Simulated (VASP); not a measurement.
# HfN (P-6m2) in VASP: a series of runs

Runs on HfN. Level: r2SCAN. Tasks: single point.

All numbers are computed with VASP 6.6.1; they aren't measurements. Logs are shortened: lines on timing, memory, paths and dates and some standing lists are left out, and cuts for length are marked.

## 1. The cell of the first run

It takes space group P-6m2 (No. 187, hexagonal). The conventional cell has a = 3.107 Å, b = 3.107 Å, c = 2.907 Å, α = 90.00°, β = 90.00°, γ = 120.00°. Within 3.2 Å of Hf (site symmetry -6m2) lie 6 N at 2.31 Å and 8 Hf at 2.91 to 3.11 Å. Within 3.2 Å of N (site symmetry -6m2) lie 6 Hf at 2.31 Å and 8 N at 2.91 to 3.11 Å.

## 2. Single point, r2SCAN (12.16 Å³/atom)

POSCAR reads:

```
HfN
1.0
    3.1074775018      0.0000000000      0.0000000000
   -1.5537387509      2.6911544583      0.0000000000
    0.0000000000      0.0000000000      2.9069954635
Hf N
1 1
Direct
    0.0000000000      0.0000000000      0.0000000000
    0.6666666667      0.3333333333      0.5000000000
```

INCAR.step1 reads:

```
  PREC = Accurate
  ENCUT = 520
  ISMEAR = 0
  SIGMA = 0.05
  LREAL = F
  LASPH = T
  NELM = 100
  NBANDS = 14
  GGA = PE
  ALGO = Normal
  EDIFF = 1E-4
  LWAVE = T
  LCHARG = F
```

INCAR.step2 reads:

```
  PREC = Accurate
  ENCUT = 520
  EDIFF = 1E-7
  ISMEAR = 0
  SIGMA = 0.05
  LREAL = F
  LASPH = T
  NELM = 100
  ALGO = Normal
  ISIF = 2
  LWAVE = F
  LCHARG = F
  METAGGA = R2SCAN
  LMIXTAU = T
  NBANDS = 14
  ISTART = 1
```

KPOINTS reads:

```
Automatic mesh
0
Gamma
  12 12 12
```

Potentials or basis: VASP PAW PBE potentials, release 64 (Hf_pv, N).

Started as:

```sh
$ cat potpaw_PBE.64/Hf_pv/POTCAR potpaw_PBE.64/N/POTCAR > POTCAR
$ cp INCAR.step1 INCAR
$ mpirun -np 1 vasp_std > vasp.out
$ cp INCAR.step2 INCAR
$ mpirun -np 1 vasp_std > vasp.out
```

OUTCAR:

```text
PREC = Accurate
   ENCUT = 520
   EDIFF = 1E-7
   ISMEAR = 0
   LREAL = F
   LASPH = T
   NELM = 100
   ISIF = 2
   METAGGA = R2SCAN
   ISTART = 1

 ion  position               nearest neighbor table
   1  0.000  0.000  0.000-   2 2.31   2 2.31   2 2.31   2 2.31   2 2.31   2 2.31
   2  0.667  0.333  0.500-   1 2.31   1 2.31   1 2.31   1 2.31   1 2.31   1 2.31

  LATTYP: Found a hexagonal cell.
 ALAT       =     3.1074775018
 C/A-ratio  =     0.9354839936

  Lattice vectors:

 A1 = (   3.1074775018,   0.0000000000,   0.0000000000)
 A2 = (  -1.5537387509,   2.6911544583,   0.0000000000)
 A3 = (   0.0000000000,   0.0000000000,   2.9069954635)

Analysis of symmetry for initial positions (statically):
=====================================================================
 Subroutine PRICEL returns:
 Original cell was already a primitive cell.

 Routine SETGRP: Setting up the symmetry group for a
 hexagonal supercell.

 Subroutine GETGRP returns: Found 12 space group operations
 (whereof 12 operations were pure point group operations)
 out of a pool of 24 trial point group operations.

The static configuration has the point symmetry D_3h.

Analysis of symmetry for dynamics (positions and initial velocities):
=====================================================================
 Subroutine PRICEL returns:
 Original cell was already a primitive cell.

 Routine SETGRP: Setting up the symmetry group for a
 hexagonal supercell.

 Subroutine GETGRP returns: Found 12 space group operations
 (whereof 12 operations were pure point group operations)
 out of a pool of 24 trial point group operations.

The dynamic configuration has the point symmetry D_3h.

 Subroutine INISYM returns: Found 12 space group operations
 (whereof 12 operations are pure point group operations),
 and found     1 'primitive' translations

----------------------------------------------------------------------------------------

                                     Primitive cell

  volume of cell :      24.3103

  direct lattice vectors                    reciprocal lattice vectors
     3.107477502  0.000000000  0.000000000     0.321804422  0.185793869  0.000000000
    -1.553738751  2.691154458  0.000000000     0.000000000  0.371587739  0.000000000
     0.000000000  0.000000000  2.906995463     0.000000000  0.000000000  0.343997785

  length of vectors
     3.107477502  3.107477502  2.906995463     0.371587739  0.371587739  0.343997785

  position of ions in fractional coordinates (direct lattice)
     0.000000000  0.000000000  0.000000000
     0.666666667  0.333333333  0.500000000

  ion indices of the primitive-cell ions
   primitive index   ion index
                 1           1
                 2           2

----------------------------------------------------------------------------------------

 KPOINTS: Automatic mesh

Automatic generation of k-mesh.
 Grid dimensions read from file:
 generate k-points for:   12   12   12

 Generating k-lattice:

  Cartesian coordinates                     Fractional coordinates (reciprocal lattice)
     0.026817035  0.015482822  0.000000000     0.083333333  0.000000000  0.000000000
     0.000000000  0.030965645  0.000000000     0.000000000  0.083333333  0.000000000
     0.000000000  0.000000000  0.028666482     0.000000000  0.000000000  0.083333333

  Length of vectors
     0.030965645  0.030965645  0.028666482

  Shift w.r.t. Gamma in fractional coordinates (k-lattice)
     0.000000000  0.000000000  0.000000000

 Subroutine IBZKPT returns following result:
 ===========================================

 Found    133 irreducible k-points:

 Following reciprocal coordinates:
            Coordinates               Weight
  0.000000  0.000000  0.000000      1.000000
  0.083333 -0.000000  0.000000      6.000000
  0.166667 -0.000000  0.000000      6.000000
  0.250000 -0.000000  0.000000      6.000000
  0.333333 -0.000000  0.000000      6.000000
  0.416667 -0.000000  0.000000      6.000000
[... 16 lines left out ...]
  0.250000 -0.000000  0.083333     12.000000
  0.333333 -0.000000  0.083333     12.000000
 [... further k-points ...]
   k-points           NKPTS =    133   k-points in BZ     NKDIM =    133   number of bands    NBANDS=     14
   number of dos      NEDOS =    301   number of ions     NIONS =      2
   total plane-waves  NPLWV =  13824
   dimension x,y,z NGX =    24 NGY =   24 NGZ =   24
   dimension x,y,z NGXF=    48 NGYF=   48 NGZF=   48
   ions per type =               1   1
   NGX,Y,Z   is equivalent  to a cutoff of  12.84, 12.84, 13.73 a.u.
   NGXF,Y,Z  is equivalent  to a cutoff of  25.68, 25.68, 27.45 a.u.
 SYSTEM =  unknown system
   PREC   = accura    normal or accurate (medium, high low for compatibility)
   ISTART =      1    job   : 0-new  1-cont  2-samecut
   ICHARG =      0    charge: 1-file 2-atom 10-const
   ISPIN  =      1    spin polarized calculation?
   LNONCOLLINEAR =      F non collinear calculations
   LSORBIT =      F    spin-orbit coupling
   LASPH  =      T    aspherical Exc in radial PAW
   ENCUT  =  520.0 eV  38.22 Ry    6.18 a.u.   5.78  5.78  5.41*2*pi/ulx,y,z
   NELM   =    100;   NELMIN=  2; NELMDL=  0     # of ELM steps
   EDIFF  = 0.1E-06   stopping-criterion for ELM
   LREAL  =      F    real-space projection
   EDIFFG = 0.1E-05   stopping-criterion for IOM
   NSW    =      0    number of steps for IOM
   IBRION =     -1    ionic relax: 0-MD 1-quasi-New 2-CG
   NFREE  =      0    steps in history (QN), initial steepest desc. (CG)
   ISIF   =      2    stress and relaxation
   ISYM   =      2    0-nonsym 1-usesym 2-fastsym
   POTIM  = 0.5000    time-step for ionic-motion
   TEBEG  =    0.0;   TEEND  =   0.0 temperature during run
   PSTRESS=    0.0 pullay stress
   NELECT =      15.0000    total number of electrons
   NUPDOWN=      -1.0000    fix difference up-down
   EMIN   =  10.00;   EMAX   =-10.00  energy-range for DOS
   EFERMI =   0.00;   METHOD = LEGACY
   ISMEAR =     0;   SIGMA  =   0.05  broadening in eV -4-tet -1-fermi 0-gaus
   EFERMI_NEDOS =   21; number of points for ismear=-14 and -15
   IALGO  =     38    algorithm
   IMIX   =      4    mixing-type and parameters
     AMIX     =   0.40;   BMIX     =  1.00
     AMIX_MAG =   1.60;   BMIX_MAG =  1.00
  volume/ion in A,a.u.               =      12.16        82.03
  Fermi-wavevector in a.u.,A,eV,Ry     =   1.393718  2.633745 26.428637  1.942450
  Thomas-Fermi vector in A             =   2.517337
   LORBIT       =      0    0 simple, 1 ext, 2 COOP (PROOUT), +10 PAW based schemes
   METAGGA = R2SCAN    functional components
   LHFCALC =     F    Hartree Fock is set to
   AEXX    =    0.0000 exact exchange contribution
   IVDW    =     0    specifies the selected vdW correction
   LEPSILON=     F    determine dielectric tensor
   LRPA    =     F    only Hartree local field effects (RPA)
 non-spin polarized calculation
 Gauss-broadening in eV      SIGMA  =   0.05
  energy-cutoff  :      520.00
  volume of cell :       24.31
 maximum number of plane-waves:       666
 NGX is ok and might be reduce to    24
   NGX = 11   NGY = 11   NGZ = 11

 number of electron      14.9999999 magnetization

 Free energy of the ion-electron system (eV)
  ---------------------------------------------------
  ext. energy  EPLUGINS =         0.00000000
  ---------------------------------------------------
  free energy    TOTEN  =       -57.40631620 eV

  energy without entropy =      -57.40341017  energy(sigma->0) =      -57.40486319

 E-fermi :   6.8035     XC(G=0): -13.2099

 val. band max:        6.8008566661   @ k =   0.4167  -0.0000   0.2500
 cond. band min:       6.8035039570   @ k =   0.0833  -0.0000   0.1667
 fundamental gap:      0.0026472908
 Fermi energy:         6.8034757886

 k-point     1 :       0.0000    0.0000    0.0000
  band No.  band energies     occupation
      1     -24.7367      2.00000
      2     -24.7367      2.00000
      3     -24.5194      2.00000
      4     -10.2863      2.00000
      5       3.1303      2.00000
      6       3.1303      2.00000
      7       4.5506      2.00000
      8       4.9976      2.00000
      9       9.1164      0.00000
     10      11.8941      0.00000
     11      11.8941      0.00000
     12      12.9392      0.00000
     13      12.9392      0.00000
     14      18.7621      0.00000

 k-point     2 :       0.0833   -0.0000    0.0000
  band No.  band energies     occupation
      1     -24.8016      2.00000
      2     -24.7501      2.00000
      3     -24.5117      2.00000
      4     -10.1651      2.00000
      5       2.7460      2.00000
      6       3.2187      2.00000
      7       4.6928      2.00000
      8       4.8564      2.00000
      9       9.6555      0.00000
     10      11.5914      0.00000
     11      11.9207      0.00000
     12      12.8719      0.00000
     13      13.0643      0.00000
     14      18.7622      0.00000

 k-point     3 :       0.1667   -0.0000    0.0000
  band No.  band energies     occupation
      1     -24.9747      2.00000
      2     -24.7863      2.00000
      3     -24.4907      2.00000
      4      -9.8335      2.00000
      5       1.9221      2.00000
      6       3.4553      2.00000
      7       4.4985      2.00000
      8       5.0520      2.00000
      9      10.8021      0.00000
     10      11.0348      0.00000
     11      12.0322      0.00000
     12      12.6937      0.00000
     13      13.3422      0.00000
     14      18.7625      0.00000

 k-point     4 :       0.2500   -0.0000    0.0000
  band No.  band energies     occupation
      1     -25.2021      2.00000
      2     -24.8353      2.00000
      3     -24.4620      2.00000
      4      -9.3779      2.00000
      5       1.0806      2.00000
      6       3.7644      2.00000
      7       4.0611      2.00000
      8       5.3958      2.00000
      9      10.4674      0.00000
     10      12.2918      0.00000
     11      12.3067      0.00000
     12      12.4626      0.00000
     13      13.5841      0.00000
     14      18.7627      0.00000

 k-point     5 :       0.3333   -0.0000    0.0000
  band No.  band energies     occupation
      1     -25.4201      2.00000
      2     -24.8838      2.00000
      3     -24.4330      2.00000
      4      -8.9158      2.00000
      5       0.4184      2.00000
      6       3.6685      2.00000
      7       4.0520      2.00000
      8       5.4258      2.00000
      9      10.6841      0.00000
     10      12.2442      0.00000
     11      12.7129      0.00000
[... 276 lines left out ...]
 k-point    22 :       0.1667   -0.0000    0.0833
  band No.  band energies     occupation
      1     -24.9665      2.00000
      2     -24.7791      2.00000
      3     -24.5688      2.00000
      4      -9.7247      2.00000
      5       1.9907      2.00000
      6       3.4703      2.00000
      7       3.7577      2.00000
      8       5.6866      2.00000
      9      10.6106      0.00000
     10      11.2396      0.00000
     11      11.2499      0.00000
     12      13.3275      0.00000
     13      13.4588      0.00000
     14      18.7625      0.00000

 k-point    23 :       0.2500   -0.0000    0.0833
  band No.  band energies     occupation
      1     -25.1918      2.00000
      2     -24.8278      2.00000
      3     -24.5373      2.00000
      4      -9.2998      2.00000
      5       1.1531      2.00000
      6       3.6360      2.00000
      7       3.7283      2.00000
      8       5.7196      2.00000
      9      10.5371      0.00000
     10      11.4355      0.00000
     11      12.1997      0.00000
     12      13.3057      0.00000
     13      13.8433      0.00000
     14      18.7627      0.00000

 k-point    24 :       0.3333   -0.0000    0.0833
  band No.  band energies     occupation
      1     -25.4078      2.00000
      2     -24.8760      2.00000
      3     -24.5057      2.00000
      4      -8.8728      2.00000
      5       0.4846      2.00000
      6       3.3981      2.00000
      7       3.9541      2.00000
      8       5.6868      2.00000
      9      10.7921      0.00000
     10      11.7493      0.00000
     11      12.8040      0.00000
     12      13.3195      0.00000
     13      14.4848      0.00000
     14      18.7629      0.00000

 [... further k-points ...]

------------------------ aborting loop because EDIFF is reached ----------------------------------------

  FORCE on cell =-STRESS in cart. coord.  units (eV):
  Direction    XX          YY          ZZ          XY          YZ          ZX
  --------------------------------------------------------------------------------------
  -------------------------------------------------------------------------------------
  Total       -1.0280180     -1.0280180     -1.0786969      0.0000000      0.0000000      0.0000000
  in kB      -67.7517177    -67.7517177    -71.0917234      0.0000000      0.0000000      0.0000000
  external PRESSURE =     -68.8650529 kB  Pullay stress =       0.0000000 kB

 VOLUME and BASIS-vectors are now :
 -----------------------------------------------------------------------------
  energy-cutoff  :      520.00
  volume of cell :       24.31
      direct lattice vectors                 reciprocal lattice vectors
     3.107477502  0.000000000  0.000000000     0.321804422  0.185793869  0.000000000
    -1.553738751  2.691154458  0.000000000     0.000000000  0.371587739  0.000000000
     0.000000000  0.000000000  2.906995463     0.000000000  0.000000000  0.343997785

 POSITION                                       TOTAL-FORCE (eV/Angst)
 -----------------------------------------------------------------------------------
      0.00000      0.00000      0.00000        -0.000000      0.000000      0.000000
      1.55374      0.89705      1.45350         0.000000     -0.000000      0.000000
 -----------------------------------------------------------------------------------
    total drift:                               -0.000001      0.000000      0.000000

  FREE ENERGIE OF THE ION-ELECTRON SYSTEM (eV)
  ---------------------------------------------------
  free  energy   TOTEN  =       -57.4063162027 eV

  energy  without entropy=      -57.4034101722  energy(sigma->0) =      -57.40486319
```

Run time: 56 s. Hardware: 1 thread of Intel Xeon 6975P-C (Granite Rapids), shared host; peak memory 0.18 GiB.

What came out:

```
Free energy            : -57.4063 eV
Pressure               : -6.9 GPa
Band gap on the k mesh : zero (an odd number of electrons rules out a gap without spin polarisation)
```

Caveat: the cell stands under tension; the PAW data sets were made with another functional, which shifts forces and pressure a little; spin-orbit coupling is left out, which moves the levels of the heavy elements.

## 3. Single point, r2SCAN (12.39 Å³/atom)

This run uses another cell than the first one, of 12.39 Å³/atom.

POSCAR reads:

```
HfN
1.0
    3.1292202433      0.0000000000      0.0000000000
   -1.5646101216      2.7099842247      0.0000000000
    0.0000000000      0.0000000000      2.9229490517
Hf N
1 1
Direct
    0.0000000000      0.0000000000      0.0000000000
    0.6666666667      0.3333333333      0.5000000000
```

INCAR.step1 reads:

```
SYSTEM = HfN
ALGO = Normal
EDIFF = 1E-4
ENCUT = 520
GGA = PE
ISMEAR = 0
LASPH = .True.
LCHARG = .False.
LREAL = .False.
LWAVE = .True.
NBANDS = 14
NELM = 100
PREC = Accurate
SIGMA = 0.05
```

INCAR.step2 reads:

```
SYSTEM = HfN
ALGO = Normal
EDIFF = 1E-7
ENCUT = 520
ISIF = 2
ISMEAR = 0
ISTART = 1
LASPH = .True.
LCHARG = .True.
LELF = .True.
LMIXTAU = .True.
LREAL = .False.
LVHAR = .True.
LWAVE = .False.
METAGGA = R2SCAN
NBANDS = 14
NELM = 100
PREC = Accurate
SIGMA = 0.05
```

KPOINTS reads:

```
k-points
0
Gamma
  12 12 12
  0 0 0
```

Potentials or basis: VASP PAW PBE potentials, release 64 (Hf_pv, N).

Started as:

```sh
$ cat potpaw_PBE.64/Hf_pv/POTCAR potpaw_PBE.64/N/POTCAR > POTCAR
$ cp INCAR.step1 INCAR
$ mpirun -np 1 vasp_std > vasp.out
$ cp INCAR.step2 INCAR
$ mpirun -np 1 vasp_std > vasp.out
```

It took 54 s on 1 thread of Intel Xeon 6975P-C (Granite Rapids), shared host; peak memory 0.18 GiB.

Results (log left out):

```yaml
Free_energy: -57.3800 eV
Pressure: -11.1 GPa
Band_gap_on_the_k_mesh: zero (an odd number of electrons rules out a gap without spin polarisation)
```

Stress tensor (GPa, compression positive):
```
-11.03   0.00   0.00
  0.00 -11.03   0.00
  0.00   0.00 -11.34
```

Levels at points of the mesh, in eV from the Fermi level:
```tsv
k point	band 4	band 5	band 6	band 7	band 8	band 9	band 10	band 11
(0.00, 0.00, 0.00)	-16.98	-3.62	-3.62	-2.20	-1.79	2.16	4.99	4.99
(0.50, 0.00, 0.00)	-15.20	-6.86	-3.42	-2.48	-1.66	4.82	5.14	6.41
(0.00, 0.00, 0.50)	-14.71	-7.87	-2.84	-2.84	1.66	1.66	3.92	4.53
(0.50, 0.00, 0.50)	-15.30	-5.93	-4.88	-4.47	0.67	5.14	6.55	7.84
```

Caveat: the cell stands under tension; the PAW data sets were made with another functional, which shifts forces and pressure a little; spin-orbit coupling is left out, which moves the levels of the heavy elements.

## 4. Single point, r2SCAN (12.75 Å³/atom)

This run uses another cell than the first one, of 12.75 Å³/atom.

POSCAR reads:

```
HfN
1.0
    3.1613256991      0.0000000000      0.0000000000
   -1.5806628496      2.7377883651      0.0000000000
    0.0000000000      0.0000000000      2.9464933305
Hf N
1 1
Direct
    0.0000000000      0.0000000000      0.0000000000
    0.6666666667      0.3333333333      0.5000000000
```

INCAR.step1 reads:

```
SYSTEM = HfN
  PREC = Accurate
  ENCUT = 520
  ISMEAR = 0
  SIGMA = 0.05
  LREAL = .FALSE.
  LASPH = .TRUE.
  NELM = 60
  NBANDS = 14
  GGA = PE
  ALGO = Normal
  EDIFF = 1E-4
  LWAVE = .TRUE.
  LCHARG = .FALSE.
```

INCAR.step2 reads:

```
SYSTEM = HfN
  PREC = Accurate
  ENCUT = 520
  EDIFF = 1E-7
  ISMEAR = 0
  SIGMA = 0.05
  LREAL = .FALSE.
  LASPH = .TRUE.
  NELM = 60
  ALGO = Normal
  ISIF = 2
  LWAVE = .FALSE.
  LCHARG = .FALSE.
  METAGGA = R2SCAN
  LMIXTAU = .TRUE.
  NBANDS = 14
  ISTART = 1
```

KPOINTS reads:

```
regular mesh
0
G
  12 12 12
  0 0 0
```

Started as:

```sh
$ cat potpaw_PBE.64/Hf_pv/POTCAR potpaw_PBE.64/N/POTCAR > POTCAR
$ cp INCAR.step1 INCAR
$ mpirun -np 1 vasp_std > vasp.out
$ cp INCAR.step2 INCAR
$ mpirun -np 1 vasp_std > vasp.out
```

Run time: 55 s. Hardware: 1 thread of Intel Xeon 6975P-C (Granite Rapids), shared host; peak memory 0.18 GiB.

It converged, with:

| Item | Value |
| --- | --- |
| Free energy | -57.3184 eV |
| Pressure | -16.7 GPa |
| Band gap on the k mesh | zero (an odd number of electrons rules out a gap without spin polarisation) |

Stress tensor (GPa, compression positive):
```
-16.64   0.00   0.00
  0.00 -16.64   0.00
  0.00   0.00 -16.93
```

Levels at points of the mesh, in eV from the Fermi level:
```tsv
k point	band 5	band 6	band 7	band 8	band 9	band 10
(0.00, 0.00, 0.00)	-3.54	-3.54	-2.12	-1.77	1.94	4.84
(0.50, 0.00, 0.00)	-6.74	-3.31	-2.46	-1.60	4.64	5.00
(0.00, 0.00, 0.50)	-7.73	-2.78	-2.78	1.63	1.63	3.83
(0.50, 0.00, 0.50)	-5.82	-4.80	-4.36	0.61	4.93	6.32
```

Caveat: the cell stands under tension; the PAW data sets were made with another functional, which shifts forces and pressure a little; spin-orbit coupling is left out, which moves the levels of the heavy elements.

## 5. Summary

```tsv
cell	gap on the mesh (eV)	pressure (GPa)
a = 3.107, b = 3.107, c = 2.907 Å, angles 90.0, 90.0, 120.0°, 2 atoms	none	-6.9
a = 3.129, b = 3.129, c = 2.923 Å, angles 90.0, 90.0, 120.0°, 2 atoms	none	-11.1
a = 3.161, b = 3.161, c = 2.946 Å, angles 90.0, 90.0, 120.0°, 2 atoms	none	-16.7
```

Alike in all rows: task single point; level r2SCAN; potentials or basis VASP PAW PBE potentials, release 64 (Hf_pv, N); no spin polarisation; k mesh 12 × 12 × 12; cutoff (eV) 520; smearing gaussian 0.05 eV.

Caveats: the cell stands under tension; the PAW data sets were made with another functional, which shifts forces and pressure a little; spin-orbit coupling is left out, which moves the levels of the heavy elements.

Total energies depend on the potentials used, so only differences within one code and one set of settings carry meaning.
